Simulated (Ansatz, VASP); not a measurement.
# PbS in VASP and in Ansatz

```xyz
2
Lattice="0.0000 3.1067 3.1067 3.1067 0.0000 3.1067 3.1067 3.1067 0.0000" Properties=species:S:1:pos:R:3 pbc="T T T"
Pb    0.0000    0.0000    0.0000
S     3.1067    3.1067    3.1067
```

Change from the starting cell: hydrostatic strain +4.0%.

Alike in both runs: task single point; functional HSE06; k mesh 6 × 6 × 6; no spin polarisation.

|  | VASP | Ansatz |
| --- | --- | --- |
| version | VASP 6.6.1 | Ansatz 0.2.0 |
| potentials or method | VASP PAW PBE potentials, release 64 (Pb_d, S) | plane waves, PAW |
| plane-wave cutoff (eV) | 520 | 420 |
| occupations | gaussian, width 0.01 eV | fixed |
| valence electrons in the cell | 20 | 20 |

|  | VASP | Ansatz | Ansatz less VASP |
| --- | --- | --- | --- |
| gap on the k mesh at the Fermi level (eV) | 1.28 | 1.27 | -0.005 |
| pressure (GPa) | -5.4 | -5.3 | +0.09 |

Ansatz's warnings: stress exchange threshold loose, stress scf threshold loose.

Spin-orbit coupling is off throughout.
